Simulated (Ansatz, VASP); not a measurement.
## One calculation of NaCu2S2, two programs

```
Na Cu S
1.0
    -2.60429    2.61718    0.00000
     2.60429    0.00000    6.28410
     2.60429    2.61718    0.00000
Na Cu S
1 2 2
Direct
  0.50000 0.00000 0.50000
  0.25000 0.50000 0.25000
  0.75000 0.50000 0.75000
  0.14280 0.28560 0.85720
  0.85720 0.71440 0.14280
```

Alike in both runs: task single point; functional r2SCAN; k mesh 5 × 5 × 5; occupations fermi-dirac, width 0.0216 eV; collinear spin.

|  | VASP | Ansatz |
| --- | --- | --- |
| version | VASP 6.6.1 | Ansatz 0.2.0 |
| potentials or method | VASP PAW PBE potentials, release 64 (Na_pv, Cu, S), cutoff 520 eV | PAW plane waves |
| valence electrons in the cell | 41 | 59 |

Ansatz gave:

```
pressure (GPa)                                                : 3.3
traceless stress, the component that is largest in VASP (GPa) : 0.08
rms of the force components (eV/Å)                            : 0.291
```

Question: What did VASP give for the same quantities?

Answer: Pressure (GPa): 3.2; traceless stress, the component that is largest in VASP (GPa): 0.11; rms of the force components (eV/Å): 0.295.

VASP's potentials were made for PBE, not for r2SCAN. Atom by atom the forces differ by 0.006 eV/Å (rms over components). VASP's potentials hold 41 valence electrons a cell and Ansatz's 59, so a difference there can come from the potentials and not from the codes.
